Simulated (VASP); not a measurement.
# B3P2 (P-3m1) in VASP: a series of runs, part 2 of 2

VASP 6.6.1.

## 5. Relaxation of cell and atoms, PBE

This run uses another cell than the first one, of 10.54 Å³/atom, 1.021 times its volume.

Contents of INCAR:

```
  PREC = Accurate
  ENCUT = 600
  EDIFF = 1E-6
  ISMEAR = 0
  SIGMA = 0.1
  LREAL = F
  LASPH = T
  NELM = 100
  ALGO = Normal
  ISIF = 3
  LWAVE = F
  LCHARG = F
  GGA = PE
  IBRION = 2
  NSW = 90
  EDIFFG = -0.04
```

Contents of KPOINTS:

```
regular mesh
0
Gamma
  6 6 4
```

Contents of POSCAR:

```
B3P2
1.0
    3.3942668182      0.0000000000      0.0000000000
   -1.6971334091      2.9395212918      0.0000000000
    0.0000000000      0.0000000000      5.2809278161
B P
3 2
Direct
    0.0000000000      0.0000000000      0.0000000000
    0.3333333333      0.6666666667      0.6450000000
    0.6666666667      0.3333333333      0.3550000000
    0.3333333333      0.6666666667      0.2450000000
    0.6666666667      0.3333333333      0.7550000000
```

Potentials or basis: VASP PAW PBE potentials, release 64 (B, P).

Run with:

```sh
> cat potpaw_PBE.64/B/POTCAR potpaw_PBE.64/P/POTCAR > POTCAR
> mpirun -np 1 vasp_std > vasp.out
```

OUTCAR:

```text
PREC = Accurate
   ENCUT = 600
   EDIFF = 1E-6
   ISMEAR = 0
   LREAL = F
   LASPH = T
   NELM = 100
   ISIF = 3
   GGA = PE
   IBRION = 2
   NSW = 90
   EDIFFG = -0.04

 ion  position               nearest neighbor table
   1  0.000  0.000  0.000-   4 2.35   5 2.35   5 2.35   4 2.35   5 2.35   4 2.35
   2  0.333  0.667  0.645-   5 2.04   5 2.04   5 2.04   4 2.11
   3  0.667  0.333  0.355-   4 2.04   4 2.04   4 2.04   5 2.11
   4  0.333  0.667  0.245-   3 2.04   3 2.04   3 2.04   2 2.11   1 2.35   1 2.35   1 2.35
   5  0.667  0.333  0.755-   2 2.04   2 2.04   2 2.04   3 2.11   1 2.35   1 2.35   1 2.35

  LATTYP: Found a hexagonal cell.
 ALAT       =     3.3942668182
 C/A-ratio  =     1.5558375634

  Lattice vectors:

 A1 = (   3.3942668182,   0.0000000000,   0.0000000000)
 A2 = (  -1.6971334091,   2.9395212918,   0.0000000000)
 A3 = (   0.0000000000,   0.0000000000,   5.2809278161)

[... 690 lines left out ...]

 number of electron      19.0000001 magnetization

------------------------ aborting loop because EDIFF is reached ----------------------------------------
[... 73 lines left out ...]
--------------------------------------- Ionic step       46  -------------------------------------------

 number of electron      19.0000001 magnetization

 Free energy of the ion-electron system (eV)
  ---------------------------------------------------
  ext. energy  EPLUGINS =         0.00000000
  ---------------------------------------------------
  free energy    TOTEN  =       -28.67994460 eV

  energy without entropy =      -28.67565727  energy(sigma->0) =      -28.67780094

 E-fermi :   7.6758     XC(G=0): -11.3376

 val. band max:        7.3849006184   @ k =   0.1667   0.1667   0.5000
 cond. band min:       7.7062260554   @ k =   0.0000   0.0000   0.0000
 fundamental gap:      0.3213254371
 Fermi energy:         7.6758277731

 k-point     1 :       0.0000    0.0000    0.0000
  band No.  band energies     occupation
      1      -8.5854      2.00000
      2      -5.2251      2.00000
      3      -3.8699      2.00000
      4       3.2342      2.00000
      5       5.1877      2.00000
      6       7.1639      2.00000
      7       7.1639      2.00000
      8       7.7062      0.66727
      9       7.7062      0.66727
     10      10.2760      0.00000
     11      10.2760      0.00000
     12      12.3596      0.00000
     13      12.3596      0.00000
[... 398 lines left out ...]
  FREE ENERGIE OF THE ION-ELECTRON SYSTEM (eV)
  ---------------------------------------------------
  free  energy   TOTEN  =       -28.6799446017 eV

  energy  without entropy=      -28.6756572717  energy(sigma->0) =      -28.67780094

 reached required accuracy - stopping structural energy minimisation
```

CONTCAR:

```text
B3P2
   1.00000000000000
     3.0723837424223865    0.0000000000000000    0.0000000000000000
    -1.5361918712111933    2.6607623711229405    0.0000000000000000
    -0.0000000000000000   -0.0000000000000001    6.4145695369267122
  B               P
     3     2
Direct
     0.0000000000000000    0.0000000000000000    0.0000000000000000
     0.3333333332999970    0.6666666667000030    0.4747770443570530
     0.6666666667000030    0.3333333332999970    0.5252229556429471
     0.3333333332999970    0.6666666667000030    0.1807404871892120
     0.6666666667000030    0.3333333332999970    0.8192595128107879

  0.00000000E+00  0.00000000E+00  0.00000000E+00
  0.00000000E+00  0.00000000E+00  0.00000000E+00
  0.00000000E+00  0.00000000E+00  0.00000000E+00
  0.00000000E+00  0.00000000E+00  0.00000000E+00
  0.00000000E+00  0.00000000E+00  0.00000000E+00
```

Run time: 4.8 min. Hardware: 1 thread of Intel Xeon Platinum 8559C (Emerald Rapids), shared host; peak memory 0.19 GiB.

What came out:

```
Free energy                            : -28.6799 eV
Relaxed volume                         : 10.49 Å³/atom
Relaxed cell                           : a = 3.072 Å, b = 3.072 Å, c = 6.415 Å, α = 90.00°, β = 90.00°, γ = 120.00°
Space group after relaxing (to 0.05 Å) : P-3m1 (No. 164)
Energy gained by relaxing              : 553.7 meV/atom
Ionic steps                            : 46
Pressure after relaxing                : -0.4 GPa
Largest force after relaxing           : 0.023 eV/Å
```

Forces on the atoms (eV/Å):
```
B    0.000  0.000  0.000
B    0.000  0.000  0.023
B    0.000  0.000 -0.023
P    0.000  0.000 -0.014
P    0.000  0.000  0.014
```

Stress tensor (GPa, compression positive):
```
-0.57  0.00  0.00
 0.00 -0.57  0.00
 0.00  0.00 -0.20
```

Step by step:
```csv
step,energy change (eV),largest force (eV/Å),pressure (GPa),volume (Å³)
1,0.0000,0.5427,-2.10,52.69
3,-0.1743,1.2424,18.18,47.61
5,-0.5583,0.5710,-2.12,52.72
7,-0.5746,0.4080,0.63,51.79
9,-0.6101,0.1877,-1.83,52.45
11,-0.6224,0.3134,0.96,51.33
13,-0.6728,0.3661,-0.01,50.47
15,-1.0648,1.7332,3.09,46.46
17,-1.0853,2.1932,12.84,45.17
19,-1.1315,1.9849,6.95,45.90
21,-1.1486,2.0458,8.86,45.70
23,-1.1784,2.1606,11.88,45.47
25,-1.3627,2.1602,13.16,45.74
27,-2.1647,1.6708,17.18,46.81
29,-2.3917,1.1620,17.95,47.35
31,-2.6016,0.6484,10.41,49.42
33,-2.6655,0.5723,3.12,51.53
35,-2.7150,0.2224,0.33,52.26
37,-2.7285,0.1355,-0.17,52.45
39,-2.7272,0.9828,0.88,52.38
41,-2.7502,0.4436,0.17,52.45
43,-2.7552,0.3951,0.21,52.49
45,-2.7666,0.1066,-0.83,52.63
46,-2.7684,0.0228,-0.45,52.44
```

Final structure:
```yaml
crystal:
  lattice:
    - [3.07238, 0.00000, 0.00000]
    - [-1.53619, 2.66076, 0.00000]
    - [0.00000, 0.00000, 6.41457]
  atoms:
    - { symbol: B, position: [0.00000, 0.00000, 0.00000] }
    - { symbol: B, position: [0.33333, 0.66667, 0.47478] }
    - { symbol: B, position: [0.66667, 0.33333, 0.52522] }
    - { symbol: P, position: [0.33333, 0.66667, 0.18074] }
    - { symbol: P, position: [0.66667, 0.33333, 0.81926] }
```

## 6. The runs side by side

```tsv
task	cell	k mesh	cutoff (eV)	gap on the mesh (eV)	pressure (GPa)	largest force (eV/Å)
single point	a = 3.106, b = 3.106, c = 6.175 Å, angles 90.0, 90.0, 120.0°, 5 atoms	6 × 6 × 4	520	none	-0.2	0.01
single point	a = 3.394, b = 3.394, c = 5.281 Å, angles 90.0, 90.0, 120.0°, 5 atoms	6 × 6 × 4	520	none	-2.1	0.54
single point	a = 3.079, b = 3.079, c = 6.325 Å, angles 90.0, 90.0, 120.0°, 5 atoms	12 × 12 × 4	520	none	0.0	0.11
relaxation of cell and atoms	relaxed from a = 3.394, b = 3.394, c = 5.281 Å, angles 90.0, 90.0, 120.0°, 5 atoms	6 × 6 × 4	600	none	-0.4	0.02
```

Alike in all rows: level PBE; potentials or basis VASP PAW PBE potentials, release 64 (B, P); no spin polarisation; smearing gaussian 0.1 eV.

Caveats: some runs use coarse meshes.

Absolute energies hang on the potentials; compare differences alone.
